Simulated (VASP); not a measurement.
# Mg (P6_3/mmc) in VASP: a series of runs

The runs below take Mg through single point, with LDA.

Program: VASP 6.6.1. These are calculated values, not measurements. Logs are shortened: lines on timing, memory, paths and dates and some standing lists are left out, and cuts for length are marked.

## Step 1: The cell of the first run

It takes space group P6_3/mmc (No. 194, hexagonal). The conventional cell has a = 3.133 Å, b = 3.133 Å, c = 5.085 Å, α = 90.00°, β = 90.00°, γ = 120.00°. Within 4.1 Å of Mg (site symmetry -6m2) lie 12 Mg at 3.12 to 3.13 Å.

## Step 2: Single point, LDA

File INCAR:

```
PREC = Accurate ; ENCUT = 520
EDIFF = 1E-7 ; ISMEAR = 0
SIGMA = 0.3 ; LREAL = F
LASPH = T ; NELM = 100
ALGO = Normal ; ISIF = 2
LWAVE = F ; LCHARG = T
GGA = CA ; LELF = T
LVHAR = T ; NBANDS = 9
```

File KPOINTS:

```
regular mesh
0
Gamma
  12 12 6
```

File POSCAR:

```
Mg
1.0
    3.1325008903      0.0000000000      0.0000000000
   -1.5662504451      2.7128253484      0.0000000000
    0.0000000000      0.0000000000      5.0848940941
Mg
2
Direct
    0.3333333333      0.6666666667      0.2500000000
    0.6666666667      0.3333333333      0.7500000000
```

Potentials or basis: VASP PAW LDA potentials, release 64 (Mg).

Run with:

```sh
cat potpaw_LDA.64/Mg/POTCAR > POTCAR
mpirun -np 1 vasp_std > vasp.out
```

OUTCAR:

```text
PREC = Accurate
   ENCUT = 520
   EDIFF = 1E-7
   ISMEAR = 0
   LREAL = F
   LASPH = T
   NELM = 100
   ISIF = 2
   GGA = CA

 ion  position               nearest neighbor table
   1  0.333  0.667  0.250-   2 3.12   2 3.12   2 3.12   2 3.12   2 3.12   2 3.12
   2  0.667  0.333  0.750-   1 3.12   1 3.12   1 3.12   1 3.12   1 3.12   1 3.12

  LATTYP: Found a hexagonal cell.
 ALAT       =     3.1325008903
 C/A-ratio  =     1.6232698001

  Lattice vectors:

 A1 = (   3.1325008903,   0.0000000000,   0.0000000000)
 A2 = (  -1.5662504451,   2.7128253484,   0.0000000000)
 A3 = (   0.0000000000,   0.0000000000,   5.0848940941)

Analysis of symmetry for initial positions (statically):
=====================================================================
 Subroutine PRICEL returns:
 Original cell was already a primitive cell.

 Routine SETGRP: Setting up the symmetry group for a
 hexagonal supercell.

 Subroutine GETGRP returns: Found 24 space group operations
 (whereof 12 operations were pure point group operations)
 out of a pool of 24 trial point group operations.

The static configuration has the point symmetry D_3d.
 The point group associated with its full space group is D_6h.

Analysis of symmetry for dynamics (positions and initial velocities):
=====================================================================
 Subroutine PRICEL returns:
 Original cell was already a primitive cell.

 Routine SETGRP: Setting up the symmetry group for a
 hexagonal supercell.

 Subroutine GETGRP returns: Found 24 space group operations
 (whereof 12 operations were pure point group operations)
 out of a pool of 24 trial point group operations.

The dynamic configuration has the point symmetry D_3d.
 The point group associated with its full space group is D_6h.

 Subroutine INISYM returns: Found 24 space group operations
 (whereof 12 operations are pure point group operations),
 and found     1 'primitive' translations

----------------------------------------------------------------------------------------

                                     Primitive cell

  volume of cell :      43.2111

  direct lattice vectors                    reciprocal lattice vectors
     3.132500890  0.000000000  0.000000000     0.319233748  0.184309690  0.000000000
    -1.566250445  2.712825348  0.000000000     0.000000000  0.368619381  0.000000000
     0.000000000  0.000000000  5.084894094     0.000000000  0.000000000  0.196660930

  length of vectors
     3.132500890  3.132500890  5.084894094     0.368619381  0.368619381  0.196660930

  position of ions in fractional coordinates (direct lattice)
     0.333333333  0.666666667  0.250000000
     0.666666667  0.333333333  0.750000000

  ion indices of the primitive-cell ions
   primitive index   ion index
                 1           1
                 2           2

----------------------------------------------------------------------------------------

 KPOINTS: regular mesh

Automatic generation of k-mesh.
 Grid dimensions read from file:
 generate k-points for:   12   12    6

 Generating k-lattice:

  Cartesian coordinates                     Fractional coordinates (reciprocal lattice)
     0.026602812  0.015359141  0.000000000     0.083333333  0.000000000  0.000000000
     0.000000000  0.030718282  0.000000000     0.000000000  0.083333333  0.000000000
     0.000000000  0.000000000  0.032776822     0.000000000  0.000000000  0.166666667

  Length of vectors
     0.030718282  0.030718282  0.032776822

  Shift w.r.t. Gamma in fractional coordinates (k-lattice)
     0.000000000  0.000000000  0.000000000

 Subroutine IBZKPT returns following result:
 ===========================================

 Found     76 irreducible k-points:

 Following reciprocal coordinates:
            Coordinates               Weight
  0.000000  0.000000  0.000000      1.000000
  0.083333 -0.000000  0.000000      6.000000
  0.166667 -0.000000  0.000000      6.000000
  0.250000 -0.000000  0.000000      6.000000
  0.333333  0.000000  0.000000      6.000000
  0.416667  0.000000  0.000000      6.000000
[... 16 lines left out ...]
  0.250000 -0.000000  0.166667     12.000000
  0.333333  0.000000  0.166667     12.000000
 [... further k-points ...]
   k-points           NKPTS =     76   k-points in BZ     NKDIM =     76   number of bands    NBANDS=      9
   number of dos      NEDOS =    301   number of ions     NIONS =      2
   total plane-waves  NPLWV =  23040
   dimension x,y,z NGX =    24 NGY =   24 NGZ =   40
   dimension x,y,z NGXF=    48 NGYF=   48 NGZF=   80
   ions per type =               2
   NGX,Y,Z   is equivalent  to a cutoff of  12.74, 12.74, 13.08 a.u.
   NGXF,Y,Z  is equivalent  to a cutoff of  25.47, 25.47, 26.16 a.u.
 SYSTEM =  unknown system
   PREC   = accura    normal or accurate (medium, high low for compatibility)
   ISTART =      0    job   : 0-new  1-cont  2-samecut
   ICHARG =      2    charge: 1-file 2-atom 10-const
   ISPIN  =      1    spin polarized calculation?
   LNONCOLLINEAR =      F non collinear calculations
   LSORBIT =      F    spin-orbit coupling
   LASPH  =      T    aspherical Exc in radial PAW
   ENCUT  =  520.0 eV  38.22 Ry    6.18 a.u.   5.82  5.82  9.45*2*pi/ulx,y,z
   NELM   =    100;   NELMIN=  2; NELMDL= -5     # of ELM steps
   EDIFF  = 0.1E-06   stopping-criterion for ELM
   LREAL  =      F    real-space projection
   EDIFFG = 0.1E-05   stopping-criterion for IOM
   NSW    =      0    number of steps for IOM
   IBRION =     -1    ionic relax: 0-MD 1-quasi-New 2-CG
   NFREE  =      0    steps in history (QN), initial steepest desc. (CG)
   ISIF   =      2    stress and relaxation
   ISYM   =      2    0-nonsym 1-usesym 2-fastsym
   POTIM  = 0.5000    time-step for ionic-motion
   TEBEG  =    0.0;   TEEND  =   0.0 temperature during run
   PSTRESS=    0.0 pullay stress
   NELECT =       4.0000    total number of electrons
   NUPDOWN=      -1.0000    fix difference up-down
   EMIN   =  10.00;   EMAX   =-10.00  energy-range for DOS
   EFERMI =   0.00;   METHOD = LEGACY
   ISMEAR =     0;   SIGMA  =   0.30  broadening in eV -4-tet -1-fermi 0-gaus
   EFERMI_NEDOS =   21; number of points for ismear=-14 and -15
   IALGO  =     38    algorithm
   IMIX   =      4    mixing-type and parameters
     AMIX     =   0.40;   BMIX     =  1.00
     AMIX_MAG =   1.60;   BMIX_MAG =  1.00
  volume/ion in A,a.u.               =      21.61       145.80
  Fermi-wavevector in a.u.,A,eV,Ry     =   0.740565  1.399465  7.461932  0.548437
  Thomas-Fermi vector in A             =   1.834998
   LORBIT       =      0    0 simple, 1 ext, 2 COOP (PROOUT), +10 PAW based schemes
   GGA     = CA    functional components
   LHFCALC =     F    Hartree Fock is set to
   AEXX    =    0.0000 exact exchange contribution
   IVDW    =     0    specifies the selected vdW correction
   LEPSILON=     F    determine dielectric tensor
   LRPA    =     F    only Hartree local field effects (RPA)
 non-spin polarized calculation
 Gauss-broadening in eV      SIGMA  =   0.30
  energy-cutoff  :      520.00
  volume of cell :       43.21
 maximum number of plane-waves:      1182
 NGX is ok and might be reduce to    24
   NGX = 11   NGY = 11   NGZ = 19

 number of electron       4.0000000 magnetization

 Free energy of the ion-electron system (eV)
  ---------------------------------------------------
  ext. energy  EPLUGINS =         0.00000000
  ---------------------------------------------------
  free energy    TOTEN  =        -3.64222807 eV

  energy without entropy =       -3.60756648  energy(sigma->0) =       -3.62489728

 E-fermi :   2.7700     XC(G=0):  -8.8773

 val. band max:        2.7394760644   @ k =   0.4167   0.1667   0.5000
 cond. band min:       2.9891097564   @ k =   0.3333   0.3333   0.5000
 fundamental gap:      0.2496336920
 Fermi energy:         2.7699910040

 k-point     1 :       0.0000    0.0000    0.0000
  band No.  band energies     occupation
      1      -4.3925      2.00000
      2       1.0414      2.00000
      3       1.5199      2.00000
      4      14.0386      0.00000
      5      14.0386      0.00000
      6      14.2063      0.00000
      7      14.2063      0.00000
      8      14.9615      0.00000
      9      16.7330      0.00000

 k-point     2 :       0.0833   -0.0000    0.0000
  band No.  band energies     occupation
      1      -4.2504      2.00000
      2       1.1700      2.00000
      3       1.6577      2.00000
      4      11.7309      0.00000
      5      12.8362      0.00000
      6      13.6721      0.00000
      7      15.5924      0.00000
      8      15.8413      0.00000
      9      16.5340      0.00000

 k-point     3 :       0.1667   -0.0000    0.0000
  band No.  band energies     occupation
      1      -3.8253      2.00000
      2       1.5564      2.00000
      3       2.0654      1.99910
      4       9.1345      0.00000
      5      11.7837      0.00000
      6      12.4040      0.00000
      7      13.9883      0.00000
      8      14.9718      0.00000
      9      16.5346      0.00000

 k-point     4 :       0.2500   -0.0000    0.0000
  band No.  band energies     occupation
      1      -3.1213      2.00000
      2       2.2011      1.99267
      3       2.7166      1.19887
      4       6.7309      0.00000
      5      10.9659      0.00000
      6      11.0386      0.00000
      7      11.5604      0.00000
      8      13.3949      0.00000
      9      15.5277      0.00000
[... 205 lines left out ...]
 k-point    22 :       0.1667   -0.0000    0.1667
  band No.  band energies     occupation
      1      -3.6645      2.00000
      2       0.1065      2.00000
      3       3.7857      0.00000
      4       9.2724      0.00000
      5      11.9161      0.00000
      6      12.1332      0.00000
      7      13.1322      0.00000
      8      14.7161      0.00000
      9      15.0973      0.00000

 k-point    23 :       0.2500   -0.0000    0.1667
  band No.  band energies     occupation
      1      -2.9617      2.00000
      2       0.7758      2.00000
      3       4.3868      0.00000
      4       6.8981      0.00000
      5      10.0757      0.00000
      6      11.0990      0.00000
      7      11.9778      0.00000
      8      14.1090      0.00000
      9      14.3100      0.00000

 k-point    24 :       0.3333    0.0000    0.1667
  band No.  band energies     occupation
      1      -1.9873      2.00000
      2       1.6915      2.00000
      3       4.3615      0.00000
      4       5.6205      0.00000
      5       8.0112      0.00000
      6      10.5162      0.00000
      7      10.7793      0.00000
      8      12.6912      0.00000
      9      13.7169      0.00000

 [... further k-points ...]

------------------------ aborting loop because EDIFF is reached ----------------------------------------

  FORCE on cell =-STRESS in cart. coord.  units (eV):
  Direction    XX          YY          ZZ          XY          YZ          ZX
  --------------------------------------------------------------------------------------
  -------------------------------------------------------------------------------------
  Total       -0.0204579     -0.0204579     -0.1785643     -0.0000000      0.0000000      0.0000000
  in kB       -0.7585357     -0.7585357     -6.6207979     -0.0000000      0.0000000      0.0000000
  external PRESSURE =      -2.7126231 kB  Pullay stress =       0.0000000 kB

 VOLUME and BASIS-vectors are now :
 -----------------------------------------------------------------------------
  energy-cutoff  :      520.00
  volume of cell :       43.21
      direct lattice vectors                 reciprocal lattice vectors
     3.132500890  0.000000000  0.000000000     0.319233748  0.184309690  0.000000000
    -1.566250445  2.712825348  0.000000000     0.000000000  0.368619381  0.000000000
     0.000000000  0.000000000  5.084894094     0.000000000  0.000000000  0.196660930

 POSITION                                       TOTAL-FORCE (eV/Angst)
 -----------------------------------------------------------------------------------
     -0.00000      1.80855      1.27122         0.000000     -0.000000      0.000000
      1.56625      0.90428      3.81367        -0.000000      0.000000      0.000000
 -----------------------------------------------------------------------------------
    total drift:                               -0.000000      0.000000     -0.000000

  FREE ENERGIE OF THE ION-ELECTRON SYSTEM (eV)
  ---------------------------------------------------
  free  energy   TOTEN  =        -3.6422280706 eV

  energy  without entropy=       -3.6075664846  energy(sigma->0) =       -3.62489728
```

It took 24 s on 1 thread of Intel Xeon 8259CL, shared host; peak memory 0.15 GiB.

Results:

```yaml
Free_energy: -3.6422 eV
Pressure: -0.3 GPa
Band_gap_on_the_k_mesh: zero (band 2 reaches 3.81 eV, above the bottom of band 3 at 1.52 eV)
```

## Step 3: Single point, LDA

File INCAR:

```
ALGO = Normal
EDIFF = 1E-6
ENCUT = 520
GGA = CA
ISIF = 2
ISMEAR = 0
LASPH = True
LCHARG = False
LREAL = False
LWAVE = False
NBANDS = 9
NELM = 100
PREC = Accurate
SIGMA = 0.6
```

File KPOINTS:

```
k-points
0
Gamma
  12 12 6
```

POSCAR is that of step 2.

Potentials or basis: VASP PAW LDA potentials, release 64 (Mg).

Run with:

```sh
cat potpaw_LDA.64/Mg/POTCAR > POTCAR
mpirun -np 1 vasp_std > vasp.out
```

It took 20 s on 1 thread of Intel Xeon 8259CL, shared host; peak memory 0.16 GiB.

Results (log left out):

* Free energy: -3.6945 eV
* Pressure: -0.1 GPa
* Band gap on the k mesh: zero (band 2 reaches 3.81 eV, above the bottom of band 3 at 1.52 eV)

Stress tensor (GPa, compression positive):
```
-0.03  0.00  0.00
 0.00 -0.03  0.00
 0.00  0.00 -0.28
```

Levels at points of the mesh, in eV from the Fermi level:
```tsv
k point	band 1	band 2	band 3	band 4	band 5	band 6
(0.00, 0.00, 0.00)	-7.18	-1.74	-1.26	11.26	11.26	11.42
(0.50, 0.00, 0.00)	-2.21	-2.19	2.75	3.10	3.42	3.83
(0.00, 0.00, 0.50)	-5.73	-5.73	5.21	5.21	12.01	12.01
(0.50, 0.00, 0.50)	-1.14	-1.14	-0.44	-0.44	8.26	8.26
```

(Part 1 of 2 ends here.)
